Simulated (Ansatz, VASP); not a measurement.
# Mg3CdSe4 in VASP and in Ansatz

```
Mg Cd Se
1.0
     6.04330    0.00000    0.00000
     0.00000    6.04330    0.00000
     0.00000    0.00000    6.04330
Mg Cd Se
3 1 4
Cartesian
  0.0000 0.0000 3.0217
  0.0000 3.0217 0.0000
  3.0217 0.0000 0.0000
  3.0217 3.0217 3.0217
  4.5674 4.5674 1.4759
  4.5674 1.4759 4.5674
  1.4759 4.5674 4.5674
  1.4759 1.4759 1.4759
```

Change from the starting cell: species swapped into the MgZn3S4 type (P-43m, No. 215).

Alike in both runs: functional PBE; k mesh 6 × 6 × 6; occupations gaussian, width 0.02 eV; no spin polarisation.

Ansatz relaxed the structure, and its values are those at the end. VASP's run is a single point on that final structure, the one shown.

|  | VASP | Ansatz |
| --- | --- | --- |
| version | VASP 6.6.1 | Ansatz 0.2.0 |
| potentials or method | VASP PAW PBE potentials, release 64 (Mg, Cd, Se), cutoff 520 eV | scalar-relativistic, plane waves, PAW |
| valence electrons in the cell | 42 | 114 |

VASP gave:

| Item | Value |
| --- | --- |
| gap on the k mesh at the Fermi level (eV) | 1.93 |
| least direct gap on the mesh (eV) | 1.93 |
| pressure (GPa) | 0.0 |
| rms of the force components (eV/Å) | 0.012 |

Which values does Ansatz return?

gap on the k mesh at the Fermi level (eV): 1.93; least direct gap on the mesh (eV): 1.93; pressure (GPa): 0.0; rms of the force components (eV/Å): 0.000.

With one functional, cell and mesh, what is left measures potentials, basis and numerics. VASP's potentials hold 42 valence electrons a cell and Ansatz's 114, so a difference there can come from the potentials and not from the codes.
